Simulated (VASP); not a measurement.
# Fe3Ge (Pm-3m) in VASP: relaxation of cell and atoms with LDA

Aim: the relaxation of cell and atoms of Fe3Ge with LDA.

All numbers are computed with VASP 6.6.1; they aren't measurements. Logs are shortened: lines on timing, memory, paths and dates and some standing lists are left out, and cuts for length are marked.

## 1. The cell of the first run

Symmetry: Pm-3m, No. 221, cubic system. Conventional cell: a = 3.661 Å, b = 3.661 Å, c = 3.661 Å, α = 90.00°, β = 90.00°, γ = 90.00°. Within 3.4 Å of Fe (site symmetry 4/mmm) lie 8 Fe at 2.59 Å and 4 Ge at 2.59 Å. Within 3.4 Å of Ge (site symmetry m-3m) lie 12 Fe at 2.59 Å.

## 2. Relaxation of cell and atoms, LDA, collinear spin, ferromagnetic start

File INCAR:

```
SYSTEM = Fe3Ge
PREC = Accurate
ENCUT = 690
EDIFF = 1E-7
ISMEAR = -1
SIGMA = 0.1
LREAL = .FALSE.
LASPH = .TRUE.
NELM = 200
ALGO = Normal
ISIF = 3
LWAVE = .FALSE.
LCHARG = .FALSE.
ISPIN = 2
MAGMOM = 4.5 4.5 4.5 0
LORBIT = 11
LMAXMIX = 4
GGA = CA
IBRION = 2
NSW = 100
EDIFFG = -0.01
GGA_COMPAT = .FALSE.
NELMIN = 4
```

File KPOINTS:

```
regular mesh
0
G
  6 6 6
  0 0 0
```

File POSCAR:

```
Fe3Ge
1.0
    3.6605010000      0.0000000000      0.0000000000
    0.0000000000      3.6605010000      0.0000000000
    0.0000000000      0.0000000000      3.6605010000
Fe Ge
3 1
Direct
    0.0000000000      0.5000000000      0.5000000000
    0.5000000000      0.5000000000      0.0000000000
    0.5000000000      0.0000000000      0.5000000000
    0.0000000000      0.0000000000      0.0000000000
```

Potentials or basis: VASP PAW LDA potentials, release 64 (Fe_sv, Ge_d).

Started as:

```bash
> cat potpaw_LDA.64/Fe_sv/POTCAR potpaw_LDA.64/Ge_d/POTCAR > POTCAR
> mpirun -np 1 vasp_std > vasp.out
```

OUTCAR:

```text
SYSTEM = Fe3Ge
   PREC = Accurate
   ENCUT = 690
   EDIFF = 1E-7
   ISMEAR = -1
   LREAL = .FALSE.
   LASPH = .TRUE.
   NELM = 200
   ISIF = 3
   ISPIN = 2
   LORBIT = 11
   GGA = CA
   IBRION = 2
   NSW = 100
   EDIFFG = -0.01
   NELMIN = 4

 ion  position               nearest neighbor table
   1  0.000  0.500  0.500-   4 2.59   4 2.59   4 2.59   4 2.59
   2  0.500  0.500  0.000-   4 2.59   4 2.59   4 2.59   4 2.59
   3  0.500  0.000  0.500-   4 2.59   4 2.59   4 2.59   4 2.59
   4  0.000  0.000  0.000-   1 2.59   2 2.59   3 2.59   1 2.59   3 2.59   1 2.59   2 2.59   1 2.59
                             2 2.59   3 2.59   3 2.59   2 2.59

  LATTYP: Found a simple cubic cell.
 ALAT       =     3.6605010000

  Lattice vectors:

 A1 = (   3.6605010000,   0.0000000000,   0.0000000000)
 A2 = (   0.0000000000,   3.6605010000,   0.0000000000)
 A3 = (   0.0000000000,   0.0000000000,   3.6605010000)

Analysis of symmetry for initial positions (statically):
=====================================================================
 Subroutine PRICEL returns:
 Original cell was already a primitive cell.

 Routine SETGRP: Setting up the symmetry group for a
 simple cubic supercell.

 Subroutine GETGRP returns: Found 48 space group operations
 (whereof 48 operations were pure point group operations)
 out of a pool of 48 trial point group operations.

The static configuration has the point symmetry O_h .

Analysis of symmetry for dynamics (positions and initial velocities):
=====================================================================
 Subroutine PRICEL returns:
 Original cell was already a primitive cell.

 Routine SETGRP: Setting up the symmetry group for a
 simple cubic supercell.

 Subroutine GETGRP returns: Found 48 space group operations
 (whereof 48 operations were pure point group operations)
 out of a pool of 48 trial point group operations.

The dynamic configuration has the point symmetry O_h .

Analysis of structural, dynamic, and magnetic symmetry:
=====================================================================
 Subroutine PRICEL returns:
 Original cell was already a primitive cell.

 Routine SETGRP: Setting up the symmetry group for a
 simple cubic supercell.

 Subroutine GETGRP returns: Found 48 space group operations
 (whereof 48 operations were pure point group operations)
[... 136 lines left out ...]
 maximum number of plane-waves:      2040
 NGX is ok and might be reduce to    32
   NGX = 15   NGY = 15   NGZ = 15

--------------------------------------- Ionic step        1  -------------------------------------------

 number of electron      62.0000000 magnetization      13.5000000

 number of electron      61.9999912 magnetization       6.1494445

 Free energy of the ion-electron system (eV)
  ---------------------------------------------------
  ext. energy  EPLUGINS =         0.00000000
  ---------------------------------------------------
  free energy    TOTEN  =       -33.38711008 eV

  energy without entropy =      -33.25810923  energy(sigma->0) =      -33.32260966

------------------------ aborting loop because EDIFF is reached ----------------------------------------

  FORCE on cell =-STRESS in cart. coord.  units (eV):
  Direction    XX          YY          ZZ          XY          YZ          ZX
  --------------------------------------------------------------------------------------
  -------------------------------------------------------------------------------------
  Total       -5.9540514     -5.9540514     -5.9540514      0.0000000      0.0000000      0.0000000
  in kB     -194.4919255   -194.4919255   -194.4919255      0.0000000      0.0000000      0.0000000
  external PRESSURE =    -194.4919255 kB  Pullay stress =       0.0000000 kB
[... 101 lines left out ...]
--------------------------------------- Ionic step        4  -------------------------------------------

 number of electron      62.0000066 magnetization       5.2425019

 Free energy of the ion-electron system (eV)
  ---------------------------------------------------
  ext. energy  EPLUGINS =         0.00000000
  ---------------------------------------------------
  free energy    TOTEN  =       -33.73191071 eV

  energy without entropy =      -33.55879695  energy(sigma->0) =      -33.64535383

 E-fermi :  12.8698     XC(G=0): -14.4264

 val. band max:       12.8673101505   @ k =   0.3333   0.1667   0.0000
 cond. band min:      12.8756534771   @ k =   0.5000   0.0000   0.0000
 fundamental gap:      0.0083433266
 Fermi energy:        12.8697836446

 spin component 1

 k-point     1 :       0.0000    0.0000    0.0000
  band No.  band energies     occupation
      1     -74.1547      1.00000
      2     -74.0621      1.00000
      3     -74.0621      1.00000
      4     -40.8699      1.00000
      5     -40.8699      1.00000
      6     -40.8699      1.00000
[... 909 lines left out ...]
     42      29.9275      0.00000
     43      29.9275      0.00000
 Fermi energy:        12.8697836446

 spin component 2

 k-point     1 :       0.0000    0.0000    0.0000
  band No.  band energies     occupation
      1     -72.2962      1.00000
      2     -72.1978      1.00000
      3     -72.1978      1.00000
      4     -39.0790      1.00000
      5     -39.0790      1.00000
      6     -39.0790      1.00000
[... 909 lines left out ...]
     42      30.0716      0.00000
     43      30.0716      0.00000
 [bands above 43 left out]

------------------------ aborting loop because EDIFF is reached ----------------------------------------

  FORCE on cell =-STRESS in cart. coord.  units (eV):
  Direction    XX          YY          ZZ          XY          YZ          ZX
  --------------------------------------------------------------------------------------
  -------------------------------------------------------------------------------------
  Total        0.0128358      0.0128358      0.0128358     -0.0000000     -0.0000000      0.0000000
  in kB        0.4699358      0.4699358      0.4699358     -0.0000000     -0.0000000      0.0000000
  external PRESSURE =       0.4699358 kB  Pullay stress =       0.0000000 kB
[... 19 lines left out ...]
  FREE ENERGIE OF THE ION-ELECTRON SYSTEM (eV)
  ---------------------------------------------------
  free  energy   TOTEN  =       -33.7319107097 eV

  energy  without entropy=      -33.5587969517  energy(sigma->0) =      -33.64535383

 reached required accuracy - stopping structural energy minimisation

 total charge

# of ion       s       p       d       tot
------------------------------------------
    1        2.179   6.042   5.616  13.838
    2        2.179   6.042   5.616  13.838
    3        2.179   6.042   5.616  13.838
    4        1.098   1.398  10.157  12.653
--------------------------------------------------
tot          7.636  19.525  27.005  54.166

 magnetization (x)

# of ion       s       p       d       tot
------------------------------------------
    1        0.005   0.006   1.669   1.680
    2        0.005   0.006   1.669   1.680
    3        0.005   0.006   1.669   1.680
    4        0.008  -0.096   0.020  -0.068
--------------------------------------------------
tot          0.021  -0.079   5.029   4.971
```

CONTCAR:

```text
Fe3Ge
   1.00000000000000
     3.5239685029643550    0.0000000000000000    0.0000000000000000
     0.0000000000000000    3.5239685029643550    0.0000000000000000
    -0.0000000000000000    0.0000000000000000    3.5239685029643550
  Fe              Ge
     3     1
Direct
     0.0000000000000000    0.5000000000000000    0.5000000000000000
     0.5000000000000000    0.5000000000000000    0.0000000000000000
     0.5000000000000000    0.0000000000000000    0.5000000000000000
     0.0000000000000000    0.0000000000000000    0.0000000000000000

  0.00000000E+00  0.00000000E+00  0.00000000E+00
  0.00000000E+00  0.00000000E+00  0.00000000E+00
  0.00000000E+00  0.00000000E+00  0.00000000E+00
  0.00000000E+00  0.00000000E+00  0.00000000E+00
```

Run time: 2.3 min. Hardware: 1 thread of Intel Xeon 6975P-C (Granite Rapids), shared host; peak memory 0.22 GiB.

What came out:

* Free energy: -33.7319 eV
* Relaxed volume: 10.94 Å³/atom
* Relaxed cell: a = 3.524 Å, b = 3.524 Å, c = 3.524 Å, α = 90.00°, β = 90.00°, γ = 90.00°
* Space group after relaxing (to 0.1 Å): Pm-3m (No. 221)
* Energy gained by relaxing: 86.2 meV/atom
* Ionic steps: 4
* Pressure after relaxing: 0.0 GPa
* Net moment: 5.24 μB per cell
* Site moments: Fe +1.68; Ge -0.07 μB
* Valence electrons inside the program's atomic spheres: Fe 13.84; Ge 12.65

Step by step:
| step | energy change (eV) | largest force (eV/Å) | pressure (GPa) | volume (Å³) |
| --- | --- | --- | --- | --- |
| 1 | 0.0000 | 0.0000 | -19.45 | 49.05 |
| 2 | 0.0387 | 0.0000 | 30.77 | 39.22 |
| 3 | -0.3447 | 0.0000 | -0.33 | 43.86 |
| 4 | -0.3448 | 0.0000 | 0.05 | 43.76 |

Final structure:
```
CELL_PARAMETERS angstrom
3.52397 0.00000 0.00000
0.00000 3.52397 0.00000
0.00000 0.00000 3.52397
ATOMIC_POSITIONS crystal
Fe 0.00000 0.50000 0.50000
Fe 0.50000 0.50000 0.00000
Fe 0.50000 0.00000 0.50000
Ge 0.00000 0.00000 0.00000
```
